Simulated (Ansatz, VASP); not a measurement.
## One calculation of Pt, two programs

Contents of INCAR:

```
PREC = Accurate
ENCUT = 520
EDIFF = 1E-6
ISMEAR = -1
SIGMA = 0.1
LREAL = F
LASPH = T
NELM = 80
ALGO = Normal
ISIF = 2
LWAVE = F
LCHARG = F
GGA = PE
NBANDS = 11
```

The input KPOINTS:

```
Automatic mesh
0
Gamma
  5 5 5
```

Contents of POSCAR:

```
Pt
1.0
    0.0000000000      1.9857786488      1.9857786488
    1.9857786488      0.0000000000      1.9857786488
    1.9857786488      1.9857786488      0.0000000000
Pt
1
Direct
    0.0000000000      0.0000000000      0.0000000000
```

Input for Ansatz:

```yaml
crystal:
  lattice:
    - [0.0, 1.9857786488, 1.9857786488]
    - [1.9857786488, 0.0, 1.9857786488]
    - [1.9857786488, 1.9857786488, 0.0]
  atoms:
    - { symbol: Pt, position: [0.0, 0.0, 0.0] }
hamiltonian:
  xc: pbe
  pseudopotentials:
    kind: paw
    azcp:
      Pt: "pseudopotentials/Pt.paw.azcp"
basis:
  ecutwfc: 420
  fft_grid_basis: typed
kpoints:
  mp_grid: { grid: [5, 5, 5], shift: [0, 0, 0] }
magnetization:
  spin_polarized: false
scf:
  occupations: { method: fermi_dirac, width: 0.1 }
  lower_state_search: "off"
output:
  stress: true
```

Alike in both runs: task single point; functional PBE; k mesh 5 × 5 × 5; occupations fermi-dirac, width 0.1 eV; no spin polarisation.

|  | VASP | Ansatz |
| --- | --- | --- |
| version | VASP 6.6.1 | Ansatz 0.2.0 |
| potentials or method | VASP PAW PBE potentials, release 64 (Pt), cutoff 520 eV | plane waves (420 eV) with PAW, scalar-relativistic |
| valence electrons in the cell | 10 | 18 |

Ansatz gave:

| Property | Result |
| --- | --- |
| pressure (GPa) | 4.8 |

**Question.** Estimate VASP's values.

**Answer.** Pressure (GPa): 4.4.

VASP's potentials hold 10 valence electrons a cell and Ansatz's 18, so a difference there can come from the potentials and not from the codes.

The k mesh is coarse, so the values compare programs but aren't converged. Spin-orbit coupling is off throughout.
